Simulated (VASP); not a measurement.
Input of a VASP 6.6.1 run:

The input INCAR:

```
SYSTEM = CuO2
PREC = Accurate ; ENCUT = 520
EDIFF = 1E-6 ; ISMEAR = -1
SIGMA = 0.06122561905347299 ; LREAL = .FALSE.
LASPH = .TRUE. ; NELM = 60
ALGO = Normal ; ISIF = 2
LWAVE = .FALSE. ; LCHARG = .FALSE.
GGA = PE ; NBANDS = 18
```

The input KPOINTS:

```
regular mesh
0
G
  13 13 13
  0 0 0
```

The input POSCAR:

```
CuO2
1.0
    0.0000000000      2.4486182715      2.4486182715
    2.4486182715      0.0000000000      2.4486182715
    2.4486182715      2.4486182715      0.0000000000
Cu O
1 2
Direct
    0.0000000000      0.0000000000      0.0000000000
    0.2500000000      0.2500000000      0.2500000000
    0.7500000000      0.7500000000      0.7500000000
```

Potentials or basis: VASP PAW PBE potentials, release 64 (Cu, O).

Launch:

```sh
$ cat potpaw_PBE.64/Cu/POTCAR potpaw_PBE.64/O/POTCAR > POTCAR
$ mpirun -np 1 vasp_std > vasp.out
```

What does it give for the pressure?

-6.5 GPa.

What does it give for the band gap on the k mesh?

Zero (an odd number of electrons rules out a gap without spin polarisation).

Caveat: the cell stands under tension; an odd number of electrons without spin polarisation forces a metal; a magnetic or distorted state may lie lower; semilocal functionals often make such compounds metallic where correlation or magnetic order opens a gap, which also shifts bond lengths. With open d or f shells a metallic result of PBE can be an artefact of self-interaction; +U or a hybrid may open a gap.
